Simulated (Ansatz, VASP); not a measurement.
Given: the input of a run of Ansatz 0.2.0 on InP.

File input.yaml:

```yaml
crystal:
  lattice:
    - [0.0, 2.9305, 2.9305]
    - [2.9305, 0.0, 2.9305]
    - [2.9305, 2.9305, 0.0]
  atoms:
    - { symbol: In, position: [0.0, 0.0, 0.0] }
    - { symbol: P, position: [0.75, 0.75, 0.75] }
kpoints:
  mp_grid: { grid: [8, 8, 8] }
scf:
  occupations: { method: fermi_dirac, width: 0.05 }
hamiltonian:
  xc: rpbe
  dispersion: d4
  pseudopotentials: { kind: all_electron, lapw: { basis_error: 0.001 } }
output:
  forces: true
  stress: true
relax:
  f_tol: 0.01
  max_steps: 60
  cell: {}
```

Potentials or basis: all-electron LAPW, scalar-relativistic.

Run with:

```bash
$ ansatz run input.yaml --threads 1 --pin off --max-ram 3072MiB --backend cpu --events-out ev --progress --plain --runs-dir out
```

Translate it to VASP 6.6.1. Potentials there: VASP PAW PBE potentials, release 64 (In_d, P).

As run (the cutoff follows the program's own potentials):

Contents of INCAR:

```
  PREC = Accurate
  ENCUT = 600
  EDIFF = 1E-7
  ISMEAR = -1
  SIGMA = 0.05
  LREAL = F
  LASPH = T
  NELM = 100
  ALGO = Normal
  ISIF = 3
  LWAVE = F
  LCHARG = F
  GGA = RP
  IVDW = 13
  IBRION = 2
  NSW = 80
  EDIFFG = -0.01
```

Contents of KPOINTS:

```
Automatic mesh
0
Gamma
  8 8 8
```

The input POSCAR:

```
InP
1.0
    0.0000000000      2.9305000000      2.9305000000
    2.9305000000      0.0000000000      2.9305000000
    2.9305000000      2.9305000000      0.0000000000
In P
1 1
Direct
    0.0000000000      0.0000000000      0.0000000000
    0.7500000000      0.7500000000      0.7500000000
```

Potentials or basis: VASP PAW PBE potentials, release 64 (In_d, P).

Run with:

```console
$ cat potpaw_PBE.64/In_d/POTCAR potpaw_PBE.64/P/POTCAR > POTCAR
$ mpirun -np 1 vasp_std > vasp.out
```

Both were run:

|  | VASP | Ansatz | Ansatz less VASP |
| --- | --- | --- | --- |
| relaxed volume (Å³/atom) | 25.48 | 25.50 | +0.020 |
| relaxed cell length with the largest relative difference (Å) | 4.161 | 4.163 | +0.0011 |

VASP's potentials were made for PBE, not for RPBE. Ansatz ran all-electron here, and VASP with PAW potentials.
